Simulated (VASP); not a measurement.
Write the native input for VASP 6.6.1 that does the following.

* Task: single point
* Functional: PBEsol
* Potentials or basis: VASP PAW PBE potentials, release 64 (Si, O)
* Cutoff: 520 eV
* k mesh: 8 × 8 × 8
* Occupations: gaussian, width 0.01 eV
* Spin: no spin polarisation
* Dipole correction: no
* Further INCAR settings: ALGO = Normal; EDIFF = 1e-07; NBANDS = 25

The structure of SiO2 lies in POSCAR:

```
SiO2
1.0
   -2.4916245183      2.4916245183      3.6682988524
    2.4916245183     -2.4916245183      3.6682988524
    2.4916245183      2.4916245183     -3.6682988524
Si O
2 4
Direct
    0.0000000000      0.0000000000      0.0000000000
    0.7500000000      0.2500000000      0.5000000000
    0.9711695126      0.6250000000      0.8461695126
    0.3750000000      0.2211695126      0.3461695126
    0.7788304874      0.1250000000      0.1538304874
    0.8750000000      0.0288304874      0.6538304874
```

One way to write it, as run:

INCAR

```
SYSTEM = SiO2
  ALGO = Normal
  EDIFF = 1E-7
  ENCUT = 520
  GGA = PS
  ISIF = 2
  ISMEAR = 0
  LASPH = .True.
  LCHARG = .False.
  LREAL = .False.
  LWAVE = .False.
  NBANDS = 25
  NELM = 60
  PREC = Accurate
  SIGMA = 0.01
```

KPOINTS

```
k-points
0
Gamma
  8 8 8
  0 0 0
```

Potentials or basis: VASP PAW PBE potentials, release 64 (Si, O).

Run with:

```sh
$ cat potpaw_PBE.64/Si/POTCAR potpaw_PBE.64/O/POTCAR > POTCAR
$ mpirun -np 1 vasp_std > vasp.out
```

It gave:

```
Pressure               : 0.5 GPa
Largest force          : 0.022 eV/Å
Band gap on the k mesh : 5.81 eV, direct
```

Caveat: the PAW data sets were made with another functional, which shifts forces and pressure a little.

Run time: 110 s on 1 thread of AMD EPYC 7R13 Processor (Zen 3) (shared host), peak memory 0.25 GiB.
